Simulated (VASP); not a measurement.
A run of VASP 6.6.1 is set up as follows.

INCAR

```
SYSTEM = Nb
  PREC = Accurate
  ENCUT = 520
  EDIFF = 1E-7
  ISMEAR = 0
  SIGMA = 0.1
  LREAL = .False.
  LASPH = .True.
  NELM = 100
  ALGO = Fast
  ISIF = 2
  LWAVE = .False.
  LCHARG = .True.
  GGA = PS
  LELF = .True.
  LVHAR = .True.
  NBANDS = 12
```

File KPOINTS:

```
regular mesh
0
Gamma
  18 18 18
  0 0 0
```

File POSCAR:

```
Nb
1.0
   -1.6362303962      1.6362303962      1.6362303962
    1.6362303962     -1.6362303962      1.6362303962
    1.6362303962      1.6362303962     -1.6362303962
Nb
1
Direct
    0.0000000000      0.0000000000      0.0000000000
```

Potentials or basis: VASP PAW PBE potentials, release 64 (Nb_sv).

The run is started by

```bash
$ cat potpaw_PBE.64/Nb_sv/POTCAR > POTCAR
$ mpirun -np 1 vasp_std > vasp.out
```

Question: What does it give for the pressure?

Answer: -0.3 GPa.

Caveat: the PAW data sets were made with another functional, which shifts forces and pressure a little.
